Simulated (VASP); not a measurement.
Set up this calculation in VASP 6.6.1, as the native input.

| Item | Value |
| --- | --- |
| Task | single point |
| Functional | PBE |
| Potentials or basis | VASP PAW PBE potentials, release 64 (Si, C) |
| Cutoff | 600 eV |
| k mesh | 4 × 4 × 4 |
| Occupations | gaussian, width 0.02 eV |
| Spin | no spin polarisation |
| Dipole correction | no |
| Further INCAR settings | ALGO = Normal; EDIFF = 1e-06; NBANDS = 11 |

The structure of SiC (series) lies in POSCAR:

```
SiC
1.0
    0.0000000000      2.1790000000      2.1790000000
    2.1790000000      0.0000000000      2.1790000000
    2.1790000000      2.1790000000      0.0000000000
Si C
1 1
Direct
    0.0000000000      0.0000000000      0.0000000000
    0.2500000000      0.2500000000      0.2500000000
```

One way to write it, as run:

INCAR

```
PREC = Accurate ; ENCUT = 600
EDIFF = 1E-6 ; ISMEAR = 0
SIGMA = 0.02 ; LREAL = False
LASPH = True ; NELM = 120
ALGO = Normal ; ISIF = 2
LWAVE = False ; LCHARG = False
GGA = PE ; NBANDS = 11
GGA_COMPAT = False
```

KPOINTS

```
Automatic mesh
0
Gamma
  4 4 4
```

Potentials or basis: VASP PAW PBE potentials, release 64 (Si, C).

Command:

```sh
$ cat potpaw_PBE.64/Si/POTCAR potpaw_PBE.64/C/POTCAR > POTCAR
$ mpirun -np 1 vasp_std > vasp.out
```

Results of the run:

- Pressure: 3.5 GPa
- Band gap on the k mesh: 1.31 eV, indirect (least direct gap 4.51 eV)

Caveat: the k points lie up to 0.62 Å⁻¹ apart.

Run time: 4.6 s on 1 thread of AMD EPYC 7R43 64-Core Processor (Zen 3), with other jobs on the host, peak memory 0.11 GiB.
